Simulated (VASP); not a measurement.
Wanted: the native input for a VASP 6.6.1 run.

```yaml
Task: single point
Functional: LDA
Potentials_or_basis: VASP PAW LDA potentials, release 64 (Zr_sv, Cu)
Cutoff: 520 eV
k_mesh: 11 × 11 × 11
Occupations: fermi-dirac, width 0.05 eV
Spin: no spin polarisation
Dipole_correction: no
Further_INCAR_settings: ALGO = Normal; EDIFF = 1e-06; NBANDS = 18
```

The structure of ZrCu lies in POSCAR:

```
ZrCu
1.0
    3.2526640000      0.0542110667      0.0000000000
    0.0542110667      3.2526640000      0.0000000000
    0.0000000000      0.0000000000      3.2526640000
Zr Cu
1 1
Direct
    0.5000000000      0.5000000000      0.5000000000
    0.0000000000      0.0000000000      0.0000000000
```

These files were run (other wordings do the same):

INCAR

```
ALGO = Normal ; EDIFF = 1E-6
ENCUT = 520 ; ISIF = 2
ISMEAR = -1 ; LASPH = True
LCHARG = False ; LREAL = False
LWAVE = False ; NBANDS = 18
NELM = 80 ; PREC = Accurate
SIGMA = 0.05
```

KPOINTS

```
k-points
0
Gamma
  11 11 11
```

Potentials or basis: VASP PAW LDA potentials, release 64 (Zr_sv, Cu).

Command:

```bash
$ cat potpaw_LDA.64/Zr_sv/POTCAR potpaw_LDA.64/Cu/POTCAR > POTCAR
$ mpirun -np 1 vasp_std > vasp.out
```

Results of the run:

- Pressure: -6.4 GPa

It took 49 s on 1 thread of AMD EPYC 9R45 96-Core Processor (Zen 5), with other jobs on the host, peak memory 0.21 GiB.
